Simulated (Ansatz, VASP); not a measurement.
# Ga3BAs4: VASP beside Ansatz

The input INCAR:

```
SYSTEM = Ga3BAs4
PREC = Accurate
ENCUT = 520
EDIFF = 1E-7
ISMEAR = 0
SIGMA = 0.1
LREAL = .False.
LASPH = .True.
NELM = 80
ALGO = Normal
ISIF = 2
LWAVE = .False.
LCHARG = .True.
GGA = PE
LELF = .True.
LVHAR = .True.
NBANDS = 41
```

Contents of KPOINTS:

```
regular mesh
0
Gamma
  4 4 4
  0 0 0
```

POSCAR

```
Ga3BAs4
1.0
   -2.7587038000      2.7587038000      5.4755627000
    2.7587038000     -2.7587038000      5.4755627000
    2.7587038000      2.7587038000     -5.4755627000
Ga B As
3 1 4
Direct
    0.0000000000      0.0000000000      0.0000000000
    0.2500000000      0.7500000000      0.5000000000
    0.7500000000      0.2500000000      0.5000000000
    0.5000000000      0.5000000000      0.0000000000
    0.6056690000      0.6056690000      0.4407040000
    0.1649650000      0.1649650000      0.5592960000
    0.8350350000      0.3943310000      0.0000000000
    0.3943310000      0.8350350000      0.0000000000
```

Input for Ansatz:

```yaml
crystal:
  lattice:
    - [-2.7587038, 2.7587038, 5.4755627]
    - [2.7587038, -2.7587038, 5.4755627]
    - [2.7587038, 2.7587038, -5.4755627]
  atoms:
    - { symbol: Ga, position: [0.0, 0.0, 0.0] }
    - { symbol: Ga, position: [0.25, 0.75, 0.5] }
    - { symbol: Ga, position: [0.75, 0.25, 0.5] }
    - { symbol: B, position: [0.5, 0.5, 0.0] }
    - { symbol: As, position: [0.605669, 0.605669, 0.440704] }
    - { symbol: As, position: [0.164965, 0.164965, 0.559296] }
    - { symbol: As, position: [0.835035, 0.394331, 0.0] }
    - { symbol: As, position: [0.394331, 0.835035, 0.0] }
basis:
  ecutwfc: 420
kpoints:
  mp_grid: { grid: [4, 4, 4] }
hamiltonian:
  xc: pbe
scf:
  occupations: { method: gaussian, width: 0.1 }
  lower_state_search: "off"
output:
  forces: true
  stress: true
  eigenvalues: true
```

Alike in both runs: task single point; functional PBE; k mesh 4 × 4 × 4; occupations gaussian, width 0.1 eV; no spin polarisation.

|  | VASP | Ansatz |
| --- | --- | --- |
| version | VASP 6.6.1 | Ansatz 0.2.0 |
| potentials or method | VASP PAW PBE potentials, release 64 (Ga_d, B, As), cutoff 520 eV | scalar-relativistic, plane waves, PAW |
| valence electrons in the cell | 62 | 102 |

|  | VASP | Ansatz | Ansatz less VASP |
| --- | --- | --- | --- |
| gap on the k mesh at the Fermi level (eV) | 0.66 | 0.66 | -0.003 |
| least direct gap on the mesh (eV) | 0.66 | 0.66 | -0.003 |
| pressure (GPa) | 0.2 | 0.0 | -0.22 |
| rms of the force components (eV/Å) | 0.006 | 0.003 | -0.0037 |

Atom by atom the forces differ by 0.005 eV/Å (rms over components). The functional is the same, so the differences come from potentials, cutoffs and numerics. VASP's potentials hold 62 valence electrons a cell and Ansatz's 102, so a difference there can come from the potentials and not from the codes.
